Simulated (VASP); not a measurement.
Input of a VASP 6.6.1 run:

File INCAR:

```
SYSTEM = Ta2C
ALGO = Normal ; EDIFF = 1E-6
ENCUT = 520 ; GGA = PS
ISIF = 2 ; ISMEAR = 0
LASPH = .True. ; LCHARG = .False.
LREAL = .False. ; LWAVE = .False.
NBANDS = 20 ; NELM = 80
PREC = Accurate ; SIGMA = 0.15
```

Contents of KPOINTS:

```
k-points
0
Gamma
  12 12 8
  0 0 0
```

File POSCAR:

```
Ta2C
1.0
    3.0953006972      0.0000000000      0.0000000000
   -1.5476503486      2.6806090361      0.0000000000
    0.0000000000      0.0000000000      4.9210802959
Ta C
2 1
Direct
    0.3333333333      0.6666666667      0.2528761941
    0.6666666667      0.3333333333      0.7471238059
    0.0000000000      0.0000000000      0.0000000000
```

Potentials or basis: VASP PAW PBE potentials, release 64 (Ta_pv, C).

The run is started by

```bash
$ cat potpaw_PBE.64/Ta_pv/POTCAR potpaw_PBE.64/C/POTCAR > POTCAR
$ mpirun -np 1 vasp_std > vasp.out
```

(1) Predict the band gap on the k mesh.

(2) Estimate the largest force.

(3) Predict the pressure.

## Answers

(1) zero (band 13 reaches 7.00 eV, above the bottom of band 14 at 6.20 eV).

(2) 0.026 eV/Å.

(3) 0.5 GPa.

Caveat: the PAW data sets were made with another functional, which shifts forces and pressure a little; spin-orbit coupling is left out, which moves the levels of the heavy elements.
